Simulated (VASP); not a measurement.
## K2S: relaxation of cell and atoms with PBE+D4

The system is K2S.

```
K S
1.0
     0.00000    3.69550    3.69550
     3.69550    0.00000    3.69550
     3.69550    3.69550    0.00000
K S
2 1
Direct
  0.25000 0.25000 0.25000
  0.75000 0.75000 0.75000
  0.00000 0.00000 0.00000
```

```json
{
 "Program": "VASP 6.6.1",
 "Task": "relaxation of cell and atoms",
 "Functional": "PBE",
 "Dispersion": "D4",
 "Potentials or basis": "VASP PAW PBE potentials, release 64 (K_sv, S)",
 "Cutoff": "500 eV",
 "k mesh": "6 × 6 × 6",
 "Occupations": "gaussian, width 0.01 eV",
 "Spin": "no spin polarisation",
 "Dipole correction": "no",
 "Further INCAR settings": "ALGO = Normal; EDIFF = 1e-07; IBRION = 2; EDIFFG = -0.05; NSW = 80; ISIF = 3"
}
```

- Pressure after relaxing: 0.1 GPa
- Band gap on the k mesh: 2.39 eV (least direct gap 2.59 eV)
- Dispersion energy per atom: -0.097 eV

Final structure:
```
K S
1.0
     0.00000    3.69550    3.69550
     3.69550    0.00000    3.69550
     3.69550    3.69550    0.00000
K S
2 1
Direct
  0.25000 0.25000 0.25000
  0.75000 0.75000 0.75000
  0.00000 0.00000 0.00000
```

Levels at points of the mesh, in eV from the valence-band top:
| k point | band 10 | band 11 | band 12 | band 13 | band 14 | band 15 |
| --- | --- | --- | --- | --- | --- | --- |
| (0.00, 0.00, 0.00) | -0.20 | -0.20 | -0.20 | 2.39 | 5.47 | 5.47 |
| (0.50, 0.00, 0.00) | -0.62 | -0.07 | -0.07 | 4.73 | 5.04 | 5.83 |
| (0.50, 0.50, 0.00) | -0.75 | 0.00 | 0.00 | 3.52 | 5.30 | 6.62 |

Wall time 46 s on 1 thread of AMD EPYC 7R43 64-Core Processor (Zen 3), on a shared host, peak memory 0.21 GiB.

Caveat: the relaxation stopped at its first step, so nothing moved. A k mesh can miss the band edges.
